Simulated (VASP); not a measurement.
# CoSi2 in VASP: relaxation of the atoms with PBE+D3(BJ)

Aim: the relaxation of the atoms of CoSi2 with PBE+D3(BJ).

Program: VASP 6.6.1. These are calculated values, not measurements. Logs are shortened: lines on timing, memory, paths and dates and some standing lists are left out, and cuts for length are marked.

## 1. The cell of the first run

The cell holds a slab with vacuum, 6 atoms: a = 3.751 Å, b = 3.751 Å, c = 18.594 Å, α = 90.00°, β = 90.00°, γ = 120.00°.

## 2. Relaxation of the atoms, PBE+D3(BJ)

Input file INCAR:

```
  PREC = Accurate
  ENCUT = 520
  EDIFF = 1E-6
  ISMEAR = 0
  SIGMA = 0.1
  LREAL = F
  LASPH = T
  NELM = 80
  ALGO = Normal
  ISIF = 2
  LWAVE = F
  LCHARG = F
  LDIPOL = T
  IDIPOL = 3
  DIPOL = 0.5 0.5 0.500
  GGA = PE
  IVDW = 12
  IBRION = 2
  NSW = 70
  EDIFFG = -0.03
```

Input file KPOINTS:

```
regular mesh
0
Gamma
  9 9 1
```

Input file POSCAR:

```
CoSi2
1.0
    3.7509472848      0.0000000000      0.0000000000
   -1.8754736424      3.2484156369      0.0000000000
    0.0000000000      0.0000000000     18.5939534499
Si Co
4 2
Selective dynamics
Direct
    0.0000000000      0.0000000000      0.3764664690  F F F
    0.3333333333      0.6666666667      0.4588221563  F F F
    0.6666666667      0.3333333333      0.5411778437  T T T
    0.0000000000      0.0000000000      0.6235335310  T T T
    0.6666666667      0.3333333333      0.4176443127  F F F
    0.3333333333      0.6666666667      0.5823556873  T T T
```

Potentials or basis: VASP PAW PBE potentials, release 64 (Si, Co).

Launch:

```
cat potpaw_PBE.64/Si/POTCAR potpaw_PBE.64/Co/POTCAR > POTCAR
mpirun -np 1 vasp_std > vasp.out
```

OUTCAR:

```text
PREC = Accurate
   ENCUT = 520
   EDIFF = 1E-6
   ISMEAR = 0
   LREAL = F
   LASPH = T
   NELM = 80
   ISIF = 2
   GGA = PE
   IVDW = 12
   IBRION = 2
   NSW = 70
   EDIFFG = -0.03
 IVDW          = 12

 ion  position               nearest neighbor table
   1  0.000  0.000  0.376-   5 2.30   5 2.30   5 2.30   2 2.65   2 2.65   2 2.65
   2  0.333  0.667  0.459-   5 2.30   5 2.30   6 2.30   5 2.30   1 2.65   1 2.65   1 2.65   3 2.65
                             3 2.65   3 2.65
   3  0.667  0.333  0.541-   6 2.30   6 2.30   5 2.30   6 2.30   4 2.65   4 2.65   4 2.65   2 2.65
                             2 2.65   2 2.65
   4  0.000  0.000  0.624-   6 2.30   6 2.30   6 2.30   3 2.65   3 2.65   3 2.65
   5  0.667  0.333  0.418-   2 2.30   2 2.30   3 2.30   2 2.30   1 2.30   1 2.30   1 2.30
   6  0.333  0.667  0.582-   3 2.30   3 2.30   2 2.30   3 2.30   4 2.30   4 2.30   4 2.30

  LATTYP: Found a hexagonal cell.
 ALAT       =     3.7509472848
 C/A-ratio  =     4.9571353682

  Lattice vectors:

 A1 = (   3.7509472848,   0.0000000000,   0.0000000000)
 A2 = (  -1.8754736424,   3.2484156369,   0.0000000000)
 A3 = (   0.0000000000,   0.0000000000,  18.5939534499)

Analysis of symmetry for initial positions (statically):
=====================================================================
 Subroutine PRICEL returns:
 Original cell was already a primitive cell.

 Routine SETGRP: Setting up the symmetry group for a
 hexagonal supercell.

 Subroutine GETGRP returns: Found 12 space group operations
 (whereof 12 operations were pure point group operations)
 out of a pool of 24 trial point group operations.

The static configuration has the point symmetry D_3d.

Analysis of symmetry for dynamics (positions and initial velocities):
=====================================================================
 Subroutine PRICEL returns:
 Original cell was already a primitive cell.

 Routine SETGRP: Setting up the symmetry group for a
 hexagonal supercell.

 Subroutine GETGRP returns: Found 12 space group operations
 (whereof 12 operations were pure point group operations)
 out of a pool of 24 trial point group operations.

The dynamic configuration has the point symmetry D_3d.

Analysis of constrained symmetry for selective dynamics:
=====================================================================
 Subroutine PRICEL returns:
 Original cell was already a primitive cell.

 Routine SETGRP: Setting up the symmetry group for a
 hexagonal supercell.

 Subroutine GETGRP returns: Found  6 space group operations
 (whereof  6 operations were pure point group operations)
 out of a pool of 24 trial point group operations.

[... 120 lines left out ...]
   GGA     = PE    functional components
   LHFCALC =     F    Hartree Fock is set to
   AEXX    =    0.0000 exact exchange contribution
   IVDW    =    12    specifies the selected vdW correction
   LEPSILON=     F    determine dielectric tensor
   LRPA    =     F    only Hartree local field effects (RPA)
 conjugate gradient relaxation of ions
 non-spin polarized calculation
 Gauss-broadening in eV      SIGMA  =   0.10
  energy-cutoff  :      520.00
  volume of cell :      226.56
 maximum number of plane-waves:      6133
 NGX is ok and might be reduce to    28
   NGX = 13   NGY = 13   NGZ = 69

 dipolmoment           0.000000      0.000000     -0.000000 electrons x Angstroem

--------------------------------------- Ionic step        1  -------------------------------------------

 number of electron      33.9999993 magnetization

 Free energy of the ion-electron system (eV)
  ---------------------------------------------------
  ext. energy  EPLUGINS =         0.00000000
  ---------------------------------------------------
  free energy    TOTEN  =       -36.39213285 eV

  energy without entropy =      -36.37040224  energy(sigma->0) =      -36.38126754

------------------------ aborting loop because EDIFF is reached ----------------------------------------

 Edisp (eV)   -1.78431

 E8    (eV) :    -0.7894
[... 81 lines left out ...]
 number of electron      33.9999998 magnetization

------------------------ aborting loop because EDIFF is reached ----------------------------------------

 vacuum level on the upper side and lower side of the slab       (xc-potential included)        -0.163        -0.284

 Edisp (eV)   -1.78559

 E8    (eV) :    -0.7899

  FORCE on cell =-STRESS in cart. coord.  units (eV):
  Direction    XX          YY          ZZ          XY          YZ          ZX
  --------------------------------------------------------------------------------------
  -------------------------------------------------------------------------------------
  Total      -2.02803    -2.02803    -0.83077     0.00000    -0.00000     0.00000
  in kB     -14.34172   -14.34172    -5.87499     0.00000    -0.00000     0.00000
  external pressure =      -11.52 kB  Pullay stress =        0.00 kB
[... 159 lines left out ...]
--------------------------------------- Ionic step        7  -------------------------------------------

 number of electron      33.9999998 magnetization

 dipolmoment           0.000000      0.000000      0.008419 electrons x Angstroem

 Free energy of the ion-electron system (eV)
  ---------------------------------------------------
  ext. energy  EPLUGINS =         0.00000000
  ---------------------------------------------------
  free energy    TOTEN  =       -36.40718473 eV

  energy without entropy =      -36.38636051  energy(sigma->0) =      -36.39677262

 E-fermi :   0.0951     XC(G=0):  -4.9338

 val. band max:        0.0868488538   @ k =   0.2222   0.0000   0.0000
 cond. band min:       0.1306563254   @ k =   0.3333   0.2222   0.0000
 fundamental gap:      0.0438074716
 Fermi energy:         0.0951212535

 k-point     1 :       0.0000    0.0000    0.0000
  band No.  band energies     occupation
      1     -12.4578      2.00000
      2     -10.4161      2.00000
      3      -7.0477      2.00000
      4      -3.7226      2.00000
      5      -3.7226      2.00000
      6      -3.4736      2.00000
[... 277 lines left out ...]
     20       1.1595      0.00000
     21       3.9502      0.00000

------------------------ aborting loop because EDIFF is reached ----------------------------------------

 vacuum level on the upper side and lower side of the slab       (xc-potential included)         0.049        -0.074

 Edisp (eV)   -1.79286

 E8    (eV) :    -0.7934

  FORCE on cell =-STRESS in cart. coord.  units (eV):
  Direction    XX          YY          ZZ          XY          YZ          ZX
  --------------------------------------------------------------------------------------
  -------------------------------------------------------------------------------------
  Total      -1.66072    -1.66072    -0.20263     0.00000    -0.00000     0.00000
  in kB     -11.74418   -11.74418    -1.43294     0.00000    -0.00000     0.00000
  external pressure =       -8.31 kB  Pullay stress =        0.00 kB
[... 21 lines left out ...]
  FREE ENERGIE OF THE ION-ELECTRON SYSTEM (eV)
  ---------------------------------------------------
  free  energy   TOTEN  =       -38.2000471166 eV

  energy  without entropy=      -38.1792228955  energy(sigma->0) =      -38.18963501

 reached required accuracy - stopping structural energy minimisation

 vacuum level on the upper side and lower side of the slab         5.138         5.013
```

CONTCAR:

```text
CoSi2
   1.00000000000000
     3.7509472848000001    0.0000000000000000    0.0000000000000000
    -1.8754736424000000    3.2484156368999999    0.0000000000000000
     0.0000000000000000    0.0000000000000000   18.5939534498999990
  Si              Co
     4     2
Selective dynamics
Direct
     0.0000000000000000    0.0000000000000000    0.3764664690000004   F   F   F
     0.3333333332999970    0.6666666667000030    0.4588221563000019   F   F   F
     0.6666666667000030    0.3333333332999970    0.5396702247285715   T   T   T
     0.0000000000000000    0.0000000000000000    0.6198052178585415   T   T   T
     0.6666666667000030    0.3333333332999970    0.4176443126999985   F   F   F
     0.3333333332999970    0.6666666667000030    0.5833409499974459   T   T   T

  0.00000000E+00  0.00000000E+00  0.00000000E+00
  0.00000000E+00  0.00000000E+00  0.00000000E+00
  0.00000000E+00  0.00000000E+00  0.00000000E+00
  0.00000000E+00  0.00000000E+00  0.00000000E+00
  0.00000000E+00  0.00000000E+00  0.00000000E+00
  0.00000000E+00  0.00000000E+00  0.00000000E+00
```

Run time: 9.3 min. Hardware: 1 thread of AMD EPYC 7R43 (Zen 3), shared host; peak memory 0.31 GiB.

Results:

| Quantity | Value |
| --- | --- |
| Free energy | -38.2000 eV |
| Energy gained by relaxing | 3.9 meV/atom |
| Ionic steps | 7 |
| Band gap on the k mesh | zero (bands 17 and 18 overlap by 2.54 eV) |
| Dispersion energy per atom | -0.299 eV |

Step by step:
```tsv
step	energy change (eV)	largest force on free atoms (eV/Å)	pressure (GPa)
1	0.0000	0.5724	-1.14
2	-0.0183	0.2075	-1.15
3	-0.0204	0.1026	-1.15
4	-0.0214	0.0875	-1.10
5	-0.0230	0.0475	-0.97
6	-0.0231	0.0462	-0.70
7	-0.0236	0.0067	-0.83
```

Final structure:
```
Si Co
1.0
     3.75095    0.00000    0.00000
    -1.87547    3.24842    0.00000
     0.00000    0.00000   18.59395
Si Co
4 2
Cartesian
  0.0000 0.0000 7.0000
  0.0000 2.1656 8.5313
  1.8755 1.0828 10.0346
  0.0000 0.0000 11.5246
  1.8755 1.0828 7.7657
  0.0000 2.1656 10.8466
```

Levels at points of the mesh, in eV from the Fermi level:
| k point | band 15 | band 16 | band 17 | band 18 | band 19 | band 20 |
| --- | --- | --- | --- | --- | --- | --- |
| (0.00, 0.00, 0.00) | 0.99 | 0.99 | 2.15 | 2.58 | 2.92 | 2.92 |

Caveat: the run has no spin polarisation, though such a crystal can be magnetic.

The gap in the log of VASP goes by the Fermi energy; the results here count the filled bands.